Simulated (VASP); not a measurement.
Write the native input for VASP 6.6.1 that does the following.

- Task: relaxation of cell and atoms
- Functional: PBE
- Potentials or basis: VASP PAW PBE potentials, release 64 (Mg, Si, N)
- Cutoff: 600 eV
- k mesh: 6 × 6 × 4
- Occupations: gaussian, width 0.1 eV
- Spin: no spin polarisation
- Dipole correction: no
- Further INCAR settings: ALGO = Normal; EDIFF = 1e-07; IBRION = 2; EDIFFG = -0.04; NSW = 90; ISIF = 3

The structure of MgSi3N lies in POSCAR:

```
MgSi3N
1.0
    3.3758764000      0.0000000000      0.0000000000
   -1.6879382000      2.9235947200      0.0000000000
    0.0000000000      0.0000000000      7.3769442000
Mg Si N
1 3 1
Direct
    0.0000000000      0.0000000000      0.0000000000
    0.5000000000      0.0000000000      0.5000000000
    0.0000000000      0.5000000000      0.5000000000
    0.5000000000      0.5000000000      0.5000000000
    0.0000000000      0.0000000000      0.5000000000
```

The cell was generated, and may not be a known phase.

These files were run (other wordings do the same):

INCAR

```
ALGO = Normal ; EDIFF = 1E-7
EDIFFG = -0.04 ; ENCUT = 600
GGA = PE ; IBRION = 2
ISIF = 3 ; ISMEAR = 0
LASPH = T ; LCHARG = F
LREAL = F ; LWAVE = F
NELM = 60 ; NSW = 90
PREC = Accurate ; SIGMA = 0.1
```

KPOINTS

```
k-points
0
Gamma
  6 6 4
```

Potentials or basis: VASP PAW PBE potentials, release 64 (Mg, Si, N).

Command:

```console
$ cat potpaw_PBE.64/Mg/POTCAR potpaw_PBE.64/Si/POTCAR potpaw_PBE.64/N/POTCAR > POTCAR
$ mpirun -np 1 vasp_std > vasp.out
```

Results of the run:

```
Relaxed volume                        : 16.74 Å³/atom
Relaxed cell                          : a = 4.919 Å, b = 4.919 Å, c = 3.994 Å, α = 90.00°, β = 90.00°, γ = 120.00°
Space group after relaxing (to 0.1 Å) : P6/mmm (No. 191)
Energy gained by relaxing             : 6321.7 meV/atom
Ionic steps                           : 27
Pressure after relaxing               : 0.1 GPa
Band gap on the k mesh                : zero (an odd number of electrons rules out a gap without spin polarisation)
```

Caveat: a cell axis changed by over 15 % at a fixed basis, so the end point is rough.

It took 4.2 min on 1 thread of Intel(R) Xeon(R) 6975P-C (Granite Rapids) (shared host), peak memory 0.23 GiB.
